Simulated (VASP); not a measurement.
Set up this calculation in VASP 6.6.1, as the native input.

| Item | Value |
| --- | --- |
| Task | single point |
| Functional | r2SCAN |
| Potentials or basis | VASP PAW PBE potentials, release 64 (Zr_sv, S) |
| Cutoff | 520 eV |
| k mesh | 14 × 14 × 10 |
| Occupations | gaussian, width 0.1 eV |
| Spin | no spin polarisation |
| Dipole correction | no |
| Further INCAR settings | ALGO = Normal; EDIFF = 1e-06; NBANDS = 26 |

ZrS:

```xyz
4
Lattice="2.6125 2.6125 0.0000 -2.6125 2.6125 0.0000 0.0000 0.0000 5.2249" Properties=species:S:1:pos:R:3 pbc="T T T"
Zr    0.0000    0.0000    0.0000
Zr    0.0000    2.6125    2.6125
S     0.0000    2.6125    0.0000
S     0.0000    0.0000    2.6125
```

One way to write it, as run:

POSCAR

```
ZrS
1.0
    2.6124645028      2.6124645028      0.0000000000
   -2.6124645028      2.6124645028      0.0000000000
    0.0000000000      0.0000000000      5.2249290055
Zr S
2 2
Direct
    0.0000000000      0.0000000000      0.0000000000
    0.5000000000      0.5000000000      0.5000000000
    0.5000000000      0.5000000000      0.0000000000
    0.0000000000      0.0000000000      0.5000000000
```

INCAR.step1

```
SYSTEM = ZrS
  PREC = Accurate
  ENCUT = 520
  ISMEAR = 0
  SIGMA = 0.1
  LREAL = .False.
  LASPH = .True.
  NELM = 100
  NBANDS = 26
  GGA = PE
  ALGO = Normal
  EDIFF = 1E-4
  LWAVE = .True.
  LCHARG = .False.
```

INCAR.step2

```
SYSTEM = ZrS
  PREC = Accurate
  ENCUT = 520
  EDIFF = 1E-6
  ISMEAR = 0
  SIGMA = 0.1
  LREAL = .False.
  LASPH = .True.
  NELM = 100
  ALGO = Normal
  ISIF = 2
  LWAVE = .False.
  LCHARG = .False.
  METAGGA = R2SCAN
  LMIXTAU = .True.
  NBANDS = 26
  ISTART = 1
```

KPOINTS

```
Automatic mesh
0
Gamma
  14 14 10
  0 0 0
```

Potentials or basis: VASP PAW PBE potentials, release 64 (Zr_sv, S).

Launch:

```sh
$ cat potpaw_PBE.64/Zr_sv/POTCAR potpaw_PBE.64/S/POTCAR > POTCAR
$ cp INCAR.step1 INCAR
$ mpirun -np 1 vasp_std > vasp.out
$ cp INCAR.step2 INCAR
$ mpirun -np 1 vasp_std > vasp.out
```

It gave:

```json
{"Pressure": "-0.1 GPa", "Band gap on the k mesh": "zero (bands 18 and 19 overlap by 2.98 eV)"}
```

Caveat: the PAW data sets were made with another functional, which shifts forces and pressure a little.

It took 11 min on 1 thread of AMD EPYC 9R45 96-Core Processor (Zen 5), with other jobs on the host, peak memory 0.4 GiB.
